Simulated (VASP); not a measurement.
The system is HfSnO4.

```xyz
6
Lattice="3.5346 -3.5346 0.0000 3.5346 3.5346 0.0000 0.0000 0.0000 3.3650" Properties=species:S:1:pos:R:3 pbc="T T T"
Sn    3.5346    0.0000    1.6825
Hf    0.0000    0.0000    0.0000
O     1.3716    0.0000    1.6825
O     5.6976    0.0000    1.6825
O     3.5346   -1.3716    0.0000
O     3.5346    1.3716    0.0000
```

- Program: VASP 6.6.1
- Task: relaxation of cell and atoms
- Functional: PBE
- Potentials or basis: VASP PAW PBE potentials, release 64 (Sn_d, Hf_pv, O)
- Cutoff: 600 eV
- k mesh: 6 × 6 × 8
- Occupations: fermi-dirac, width 0.02 eV
- Spin: no spin polarisation

At the start: pressure -16.6 GPa; volume 14.01 Å³/atom.

Problem. Where does the relaxation end?

Solution. Over 13 steps the energy falls by 81.4 meV/atom and the volume is 12.67 Å³/atom (-9.6 %); space group Cmmm (No. 65, to 0.1 Å) before and after.

Step by step:
| step | energy change (eV) | largest force (eV/Å) | pressure (GPa) | volume (Å³) |
| --- | --- | --- | --- | --- |
| 1 | 0.0000 | 0.6884 | -16.63 | 84.08 |
| 2 | 0.4001 | 2.1425 | 33.56 | 67.57 |
| 3 | -0.4850 | 0.1864 | -0.78 | 76.40 |
| 4 | -0.4855 | 0.2155 | -0.22 | 76.21 |
| 5 | -0.4854 | 0.2392 | 0.19 | 76.06 |
| 6 | -0.4885 | 0.0522 | 0.28 | 75.89 |
| 7 | -0.4885 | 0.0508 | 0.28 | 75.88 |
| 8 | -0.4885 | 0.0138 | -0.33 | 76.10 |
| 9 | -0.4887 | 0.0163 | -0.02 | 76.00 |
| 10 | -0.4887 | 0.0151 | -0.05 | 76.01 |
| 11 | -0.4887 | 0.0077 | 0.01 | 75.99 |
| 12 | -0.4887 | 0.0053 | -0.01 | 75.99 |
| 13 | -0.4887 | 0.0047 | -0.02 | 75.99 |

Final structure:
```
Sn Hf O
1.0
     3.42137   -3.44640    0.00000
     3.42137    3.44640    0.00000
     0.00000    0.00000    3.22231
Sn Hf O
1 1 4
Direct
  0.50000 0.50000 0.50000
  0.00000 0.00000 0.00000
  0.19348 0.19348 0.50000
  0.80652 0.80652 0.50000
  0.69524 0.30476 0.00000
  0.30476 0.69524 0.00000
```
